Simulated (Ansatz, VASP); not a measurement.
Se: VASP beside Ansatz

```xyz
6
Lattice="5.5650 3.2130 1.4462 -5.5650 3.2130 1.4462 0.0000 -6.4259 1.4462" Properties=species:S:1:pos:R:3 pbc="T T T"
Se    0.6575   -4.4763    1.9688
Se    3.5478    2.8076    1.9688
Se   -4.2053    1.6687    1.9688
Se   -0.6575    4.4763    2.3698
Se   -3.5478   -2.8076    2.3698
Se    4.2053   -1.6687    2.3698
```

Change from the starting cell: volume scaled by 0.94, crystal datasets.

Alike in both runs: task electric field gradients; functional PBEsol; k mesh 6 × 6 × 6; occupations fermi-dirac, width 0.01 eV; no spin polarisation.

|  | VASP | Ansatz |
| --- | --- | --- |
| version | VASP 6.6.1 | Ansatz 0.2.0 |
| potentials or method | VASP PAW PBE potentials, release 64 (Se), cutoff 520 eV | all-electron PAW with datasets made for the crystal, scalar-relativistic |

VASP gave:

- gap on the k mesh at the Fermi level (eV): 1.23
- pressure (GPa): 4.2
- traceless stress, the component that is largest in VASP (GPa): -1.44
- rms of the force components (eV/Å): 0.675
- size of Vzz on the site where it differs most (V/Å²): 525.2

Task: Estimate Ansatz's values.

Result: gap on the k mesh at the Fermi level (eV): 1.25; pressure (GPa): 3.9; traceless stress, the component that is largest in VASP (GPa): -1.34; rms of the force components (eV/Å): 0.633; size of Vzz on the site where it differs most (V/Å²): 550.4.

VASP's potentials were made for PBE, not for PBEsol. Atom by atom the forces differ by 0.042 eV/Å (rms over components). Ansatz ran all-electron here, and VASP with PAW potentials.
